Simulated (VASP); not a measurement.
CoSi6, 7 atoms in the cell. Symmetry: Pm-3m, No. 221, cubic system. The conventional cell has a = 6.040 Å, b = 6.040 Å, c = 6.040 Å, α = 90.00°, β = 90.00°, γ = 90.00°. Co (site symmetry m-3m) has 24 Si at 4.46 Å within 5.8 Å. Si (site symmetry 4mm) has 5 Si at 2.46 to 2.57 Å within 3.2 Å. The cell was built from a structure type or drawn by symmetry, and may not be a known phase.

```yaml
Program: VASP 6.6.1
Task: single point
Functional: PBE
Potentials_or_basis: VASP PAW PBE potentials, release 64 (Co, Si)
Cutoff: 520 eV
k_mesh: 6 × 6 × 6
Occupations: gaussian, width 0.1 eV
Spin: collinear spin, ferromagnetic start
Starting_moments: "[2.76, 0.0, 0.0, 0.0, 0.0, 0.0, 0.0] μB"
Dipole_correction: no
Further_INCAR_settings: ALGO = Normal; EDIFF = 1e-06; NBANDS = 30
```

Potentials or basis: VASP PAW PBE potentials, release 64 (Co, Si).

Launch:

```bash
$ cat potpaw_PBE.64/Co/POTCAR potpaw_PBE.64/Si/POTCAR > POTCAR
$ mpirun -np 1 vasp_std > vasp.out
```

Hardware: 1 thread of AMD EPYC 9R45 96-Core Processor (Zen 5), with other jobs on the host.

Task: How long does it take, and how much memory?

Result: Wall time 4.7 min on 1 thread of AMD EPYC 9R45 96-Core Processor (Zen 5), on a shared host, peak memory 0.47 GiB. Counts: scf iterations 26, k points 20.
